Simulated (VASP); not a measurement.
Write the native input for VASP 6.6.1 that does the following.

```yaml
Task: single point
Functional: PBE
Potentials_or_basis: VASP PAW PBE potentials, release 64 (C)
Cutoff: 520 eV
k_mesh: 6 × 4 × 4
Occupations: gaussian, width 0.1 eV
Spin: collinear spin, ferromagnetic start
Starting_moments: "[1.0, 1.0, 1.0, 1.0, 1.0, 1.0, 1.0, 1.0] μB"
Dipole_correction: no
Further_INCAR_settings: ALGO = Normal; EDIFF = 1e-07; NBANDS = 30
```

The structure of C lies in POSCAR:

```
C
1.0
    2.5220688300      0.0000000000      0.0000000000
    0.0000000000      4.3304702700      0.0000000000
    0.0000000000      0.0000000000      4.4052338800
C
8
Direct
    0.1812587000      0.8705480100      0.1075797100
    0.8187413000      0.1294519900      0.1075797100
    0.1812587000      0.6294519900      0.6075797100
    0.8187413000      0.3705480100      0.6075797100
    0.7517375200      0.4107488200      0.9331580000
    0.2482624800      0.5892511800      0.9331580000
    0.7517375200      0.0892511800      0.4331580000
    0.2482624800      0.9107488200      0.4331580000
```

These files were run (other wordings do the same):

INCAR

```
SYSTEM = C
PREC     = Accurate       ! precision mode
ENCUT    = 520            ! plane-wave cutoff, eV
EDIFF    = 1E-7           ! SCF threshold, eV
ISMEAR   = 0              ! smearing method
SIGMA    = 0.1            ! smearing width, eV
LREAL    = .FALSE.        ! projectors in reciprocal space
LASPH    = .TRUE.         ! aspherical terms in the spheres
NELM     = 150            ! most SCF steps
ALGO     = Normal         ! electronic algorithm
ISIF     = 2              ! what is computed and relaxed
LWAVE    = .FALSE.        ! write WAVECAR
LCHARG   = .TRUE.         ! write CHGCAR
ISPIN    = 2              ! spin polarisation
MAGMOM   = 1 1 1 1 1 1 1 1 ! initial moments
LORBIT   = 11             ! projections on sites
GGA      = PE             ! functional
LELF     = .TRUE.         ! ELF
LVHAR    = .TRUE.       
NBANDS   = 30             ! bands
```

KPOINTS

```
regular mesh
0
G
  6 4 4
  0 0 0
```

Potentials or basis: VASP PAW PBE potentials, release 64 (C).

Run with:

```console
$ cat potpaw_PBE.64/C/POTCAR > POTCAR
$ mpirun -np 1 vasp_std > vasp.out
```

Results of the run:

The pressure is 56.1 GPa and the largest force is 4.802 eV/Å. The band gap on the k mesh is zero (filled and empty bands overlap) and the net moment is 0.00 μB per cell. The valence electrons inside the program's atomic spheres are C 2.64, 2.73.

Caveat: the k points lie up to 0.42 Å⁻¹ apart; forces of over 1 eV/Å act on the atoms, so gaps and moduli don't describe the material at rest.

Wall time 89 s on 1 thread of Intel Xeon 6975P-C, on a shared host, peak memory 0.21 GiB.
